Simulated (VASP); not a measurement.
# BaTe (Fm-3m) in VASP: further runs, part 2 of 2

VASP 6.6.1. Earlier steps stand in the parts before.

## 3. Single point, PBEsol

INCAR

```
ALGO = Normal
EDIFF = 1E-7
ENCUT = 520
GGA = PS
ISIF = 2
ISMEAR = -1
LASPH = True
LCHARG = False
LREAL = False
LWAVE = False
NBANDS = 15
NELM = 60
PREC = Accurate
SIGMA = 0.05
```

KPOINTS

```
k-points
0
Gamma
  7 7 7
```

POSCAR

```
BaTe
1.0
    0.0000000000      3.4100000000      3.4100000000
    3.4100000000      0.0000000000      3.4100000000
    3.4100000000      3.4100000000      0.0000000000
Ba Te
1 1
Direct
    0.0000000000      0.0000000000      0.0000000000
    0.5000000000      0.5000000000      0.5000000000
```

Potentials or basis: VASP PAW PBE potentials, release 64 (Ba_sv, Te).

Started as:

```bash
> cat potpaw_PBE.64/Ba_sv/POTCAR potpaw_PBE.64/Te/POTCAR > POTCAR
> mpirun -np 1 vasp_std > vasp.out
```

Wall time 47 s (1 thread of Intel Xeon 8259CL, shared host); peak memory 0.21 GiB.

It converged, with:

- Free energy: -9.1547 eV
- Pressure: 2.4 GPa
- Band gap on the k mesh: 1.29 eV, indirect (least direct gap 1.68 eV)

Levels at points of the mesh, in eV from the valence-band top:
```
           k point  band 5  band 6  band 7  band 8  band 9  band 10  band 11  band 12
(0.00, 0.00, 0.00)   -9.76    0.00    0.00    0.00    2.80     2.80     2.80     3.07
```

Caveat: the PAW data sets were made with another functional, which shifts forces and pressure a little; spin-orbit coupling is left out, which moves the levels of the heavy elements.

## 4. Single point, LDA (volume scaled by 1.02)

INCAR

```
  ALGO = Normal
  EDIFF = 1E-6
  ENCUT = 520
  GGA = CA
  ISIF = 2
  ISMEAR = -1
  LASPH = T
  LCHARG = F
  LREAL = F
  LWAVE = F
  NBANDS = 15
  NELM = 80
  PREC = Accurate
  SIGMA = 0.05
```

KPOINTS is that of step 3.

POSCAR

```
BaTe
1.0
    0.0000000000      3.4325834396      3.4325834396
    3.4325834396      0.0000000000      3.4325834396
    3.4325834396      3.4325834396      0.0000000000
Ba Te
1 1
Direct
    0.0000000000      0.0000000000      0.0000000000
    0.5000000000      0.5000000000      0.5000000000
```

Potentials or basis: VASP PAW LDA potentials, release 64 (Ba_sv, Te).

Started as:

```bash
> cat potpaw_LDA.64/Ba_sv/POTCAR potpaw_LDA.64/Te/POTCAR > POTCAR
> mpirun -np 1 vasp_std > vasp.out
```

OUTCAR:

```text
EDIFF = 1E-6
   ENCUT = 520
   GGA = CA
   ISIF = 2
   ISMEAR = -1
   LASPH = T
   LREAL = F
   NELM = 80
   PREC = Accurate

 ion  position               nearest neighbor table
   1  0.000  0.000  0.000-   2 3.43   2 3.43   2 3.43   2 3.43   2 3.43   2 3.43
   2  0.500  0.500  0.500-   1 3.43   1 3.43   1 3.43   1 3.43   1 3.43   1 3.43

  LATTYP: Found a face centered cubic cell.
 ALAT       =     6.8651668792

  Lattice vectors:

 A1 = (   0.0000000000,   3.4325834396,   3.4325834396)
 A2 = (   3.4325834396,   0.0000000000,   3.4325834396)
 A3 = (   3.4325834396,   3.4325834396,   0.0000000000)

Analysis of symmetry for initial positions (statically):
=====================================================================
 Subroutine PRICEL returns:
 Original cell was already a primitive cell.

 Routine SETGRP: Setting up the symmetry group for a
 face centered cubic supercell.

 Subroutine GETGRP returns: Found 48 space group operations
 (whereof 48 operations were pure point group operations)
 out of a pool of 48 trial point group operations.
[... 167 lines left out ...]
      2      -9.5232      2.00000
      3      -9.5232      2.00000
      4      -9.5232      2.00000
      5      -7.2708      2.00000
      6       2.4707      1.99999
      7       2.4707      1.99999
      8       2.4707      1.99999
      9       5.2381      0.00000
     10       5.2381      0.00000
     11       5.2381      0.00000
     12       5.3970      0.00000
     13       5.9709      0.00000
     14       5.9709      0.00000
[... 329 lines left out ...]
      2      -9.8092      2.00000
      3      -9.7286      2.00000
      4      -9.6346      2.00000
      5      -6.7401      2.00000
      6       0.9618      2.00000
      7       1.4280      2.00000
      8       1.5037      2.00000
      9       5.5067      0.00000
     10       6.3923      0.00000
     11       7.5537      0.00000
     12       7.9083      0.00000
     13       8.1297      0.00000
     14      10.1005      0.00000
     15      10.8414      0.00000

------------------------ aborting loop because EDIFF is reached ----------------------------------------

  FORCE on cell =-STRESS in cart. coord.  units (eV):
  Direction    XX          YY          ZZ          XY          YZ          ZX
  --------------------------------------------------------------------------------------
  -------------------------------------------------------------------------------------
  Total        0.2413321      0.2413321      0.2413321     -0.0000000     -0.0000000      0.0000000
  in kB        4.7800483      4.7800483      4.7800483     -0.0000000     -0.0000000      0.0000000
  external PRESSURE =       4.7800483 kB  Pullay stress =       0.0000000 kB

 VOLUME and BASIS-vectors are now :
 -----------------------------------------------------------------------------
  energy-cutoff  :      520.00
  volume of cell :       80.89
      direct lattice vectors                 reciprocal lattice vectors
     0.000000000  3.432583440  3.432583440    -0.145662883  0.145662883  0.145662883
     3.432583440  0.000000000  3.432583440     0.145662883 -0.145662883  0.145662883
     3.432583440  3.432583440  0.000000000     0.145662883  0.145662883 -0.145662883

 POSITION                                       TOTAL-FORCE (eV/Angst)
 -----------------------------------------------------------------------------------
      0.00000      0.00000      0.00000         0.000000      0.000000      0.000000
      3.43258      3.43258      3.43258        -0.000000     -0.000000     -0.000000
 -----------------------------------------------------------------------------------
    total drift:                                0.000000      0.000000      0.000000

  FREE ENERGIE OF THE ION-ELECTRON SYSTEM (eV)
  ---------------------------------------------------
  free  energy   TOTEN  =        -9.6102719786 eV

  energy  without entropy=       -9.6102718997  energy(sigma->0) =       -9.61027194
```

OSZICAR:

```text
N       E                     dE             d eps       ncg     rms          rms(c)
DAV:   1     0.813150270695E+02    0.81315E+02   -0.62984E+03   600   0.898E+02
DAV:   2    -0.474035868005E+01   -0.86055E+02   -0.78285E+02   810   0.153E+02
DAV:   3    -0.962626333496E+01   -0.48859E+01   -0.48528E+01   799   0.402E+01
DAV:   4    -0.976024639960E+01   -0.13398E+00   -0.13393E+00   797   0.673E+00
DAV:   5    -0.976548490637E+01   -0.52385E-02   -0.52384E-02   885   0.106E+00    0.412E+00
DAV:   6    -0.963326235125E+01    0.13222E+00   -0.12102E-01   705   0.174E+00    0.266E+00
DAV:   7    -0.961119531213E+01    0.22067E-01   -0.84066E-02   726   0.148E+00    0.745E-01
DAV:   8    -0.961024294212E+01    0.95237E-03   -0.10908E-02   698   0.568E-01    0.166E-01
DAV:   9    -0.961028881265E+01   -0.45871E-04   -0.64330E-04   698   0.164E-01    0.521E-02
DAV:  10    -0.961026972084E+01    0.19092E-04   -0.74697E-05   789   0.560E-02    0.163E-02
DAV:  11    -0.961027396081E+01   -0.42400E-05   -0.34018E-05   706   0.290E-02    0.163E-02
DAV:  12    -0.961027229017E+01    0.16706E-05   -0.45574E-06   719   0.119E-02    0.618E-03
DAV:  13    -0.961027197856E+01    0.31161E-06   -0.81193E-07   433   0.435E-03
   1 F= -.96102720E+01 E0= -.96102719E+01  d E =-.788324E-07
```

stdout:

```text
POSCAR found type information on POSCAR BaTe
 POSCAR found :  2 types and       2 ions
 scaLAPACK will be used
 LDA part: xc-table for (Slater(with rela. corr.)+CA(PZ))
 , standard interpolation
 POSCAR, INCAR and KPOINTS ok, starting setup
 FFT: planning ... GRIDC
 FFT: planning ... GRID_SOFT
 FFT: planning ... GRID
 WAVECAR not read
 entering main loop
```

Wall time 48 s (1 thread of Intel Xeon 8259CL, shared host); peak memory 0.19 GiB.

What came out:

- Free energy: -9.6103 eV
- Pressure: 0.5 GPa
- Band gap on the k mesh: 1.31 eV, indirect (least direct gap 1.69 eV)

Levels at points of the mesh, in eV from the valence-band top:
```csv
k point,band 4,band 5,band 6,band 7,band 8,band 9,band 10,band 11,band 12,band 13
"(0.00, 0.00, 0.00)",-11.99,-9.74,0.00,0.00,0.00,2.77,2.77,2.77,2.93,3.50
```

Caveat: spin-orbit coupling is left out, which moves the levels of the heavy elements.

## 5. Overview

```csv
level,potentials or basis,cell,gap on the mesh (eV),pressure (GPa)
LDA,"VASP PAW LDA potentials, release 64 (Ba_sv, Te)","a = 4.822 Å, angles 60.0°, 2 atoms",1.26,1.2
PBEsol,"VASP PAW PBE potentials, release 64 (Ba_sv, Te)","a = 4.822 Å, angles 60.0°, 2 atoms",1.29,2.4
LDA,"VASP PAW LDA potentials, release 64 (Ba_sv, Te)","a = 4.854 Å, angles 60.0°, 2 atoms",1.31,0.5
```

Alike in all rows: task single point; no spin polarisation; k mesh 7 × 7 × 7; cutoff (eV) 520; smearing fermi-dirac 0.05 eV.

Caveats: spin-orbit coupling is left out, which moves the levels of the heavy elements; the PAW data sets were made with another functional, which shifts forces and pressure a little (some runs).

Absolute energies hang on the potentials; compare differences alone.
